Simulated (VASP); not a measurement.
A run of VASP 6.6.1:

Contents of INCAR:

```
SYSTEM = MgO
ALGO     = Normal         ! electronic algorithm
EDIFF    = 1E-6           ! SCF threshold, eV
ENCUT    = 600            ! plane-wave cutoff, eV
GGA      = PE             ! functional
GGA_COMPAT= .False.      
ISIF     = 2              ! what is computed and relaxed
ISMEAR   = 0              ! smearing method
LASPH    = .True.         ! aspherical terms in the spheres
LCHARG   = .False.        ! write CHGCAR
LREAL    = .False.        ! projectors in reciprocal space
LWAVE    = .False.        ! write WAVECAR
NBANDS   = 16             ! bands
NELM     = 120            ! most SCF steps
PREC     = Accurate       ! precision mode
SIGMA    = 0.05           ! smearing width, eV
```

KPOINTS

```
k-points
0
Gamma
  9 9 6
  0 0 0
```

The input POSCAR:

```
MgO
1.0
    3.3152854007      0.0000000000      0.0000000000
   -1.6576427004      2.8711213778      0.0000000000
    0.0000000000      0.0000000000      5.1215474231
Mg O
2 2
Direct
    0.3043056167      0.6536752271      0.0063188067
    0.6956943833      0.3463247729      0.5063188067
    0.3601534188      0.6786700745      0.3982811933
    0.6398465812      0.3213299255      0.8982811933
```

Potentials or basis: VASP PAW PBE potentials, release 64 (Mg, O).

Run with:

```sh
$ cat potpaw_PBE.64/Mg/POTCAR potpaw_PBE.64/O/POTCAR > POTCAR
$ mpirun -np 1 vasp_std > vasp.out
```

Hardware: 1 thread of Intel Xeon 6975P-C, with other jobs on the host.

Task: Estimate the wall time of this run.

Result: Run time: 110 s on 1 thread of Intel Xeon 6975P-C (shared host), peak memory 0.28 GiB. Counts: scf iterations 13, k points 164.
